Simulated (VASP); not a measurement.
Crystal: Ca3SiSe.

```
Ca Si Se
1.0
     4.71321    0.00000    0.00000
    -2.35661    4.08176    0.00000
     0.00000    0.00000    7.43746
Ca Si Se
3 1 1
Direct
  0.00000 0.00000 0.00449
  0.33333 0.66667 0.36494
  0.66667 0.33333 0.62586
  0.33333 0.66667 0.77965
  0.66667 0.33333 0.22507
```

| Property | Result |
| --- | --- |
| Program | VASP 6.6.1 |
| Task | relaxation of cell and atoms |
| Functional | PBE |
| Potentials or basis | VASP PAW PBE potentials, release 64 (Ca_sv, Si, Se) |
| Cutoff | 600 eV |
| k mesh | 6 × 6 × 4 |
| Occupations | gaussian, width 0.1 eV |
| Spin | no spin polarisation |

At the start: pressure 0.8 GPa; volume 28.62 Å³/atom.

Task: Where does the relaxation end?

Result: Over 21 steps the energy falls by 112.1 meV/atom; space group P3m1 (No. 156, to 0.05 Å).

The path:
| step | energy change (eV) | largest force (eV/Å) | pressure (GPa) | volume (Å³) |
| --- | --- | --- | --- | --- |
| 1 | 0.0000 | 1.5113 | 0.83 | 143.08 |
| 2 | -0.2155 | 1.1470 | 0.06 | 146.14 |
| 3 | -0.4392 | 0.3934 | -1.53 | 153.78 |
| 4 | -0.5042 | 0.3748 | 0.53 | 145.75 |
| 5 | -0.5044 | 0.3762 | 0.41 | 146.14 |
| 6 | -0.5209 | 0.2236 | 0.23 | 146.91 |
| 7 | -0.5302 | 0.1333 | -0.01 | 148.14 |
| 8 | -0.5379 | 0.0563 | -0.15 | 148.33 |
| 9 | -0.5413 | 0.0636 | -0.28 | 148.53 |
| 10 | -0.5426 | 0.1426 | 0.31 | 145.94 |
| 11 | -0.5433 | 0.1063 | 0.09 | 146.88 |
| 12 | -0.5463 | 0.0812 | 0.10 | 146.45 |
| 13 | -0.5511 | 0.0409 | 0.16 | 145.14 |
| 14 | -0.5535 | 0.0416 | -0.04 | 145.48 |
| 15 | -0.5549 | 0.0425 | -0.36 | 146.03 |
| 16 | -0.5563 | 0.0358 | -0.34 | 145.65 |
| 17 | -0.5586 | 0.0706 | -0.25 | 144.57 |
| 18 | -0.5588 | 0.0906 | -0.20 | 144.04 |
| 19 | -0.5598 | 0.0705 | -0.03 | 143.40 |
| 20 | -0.5600 | 0.0583 | 0.08 | 143.01 |
| 21 | -0.5603 | 0.0384 | 0.04 | 143.14 |

Final structure:
```
Ca Si Se
1.0
     5.03764    0.00000    0.00000
    -2.51882    4.36272    0.00000
     0.00000    0.00000    6.51313
Ca Si Se
3 1 1
Cartesian
  0.0000 0.0000 6.2998
  0.0000 2.9085 2.0974
  2.5188 1.4542 4.4663
  0.0000 2.9085 5.1615
  2.5188 1.4542 1.5143
```
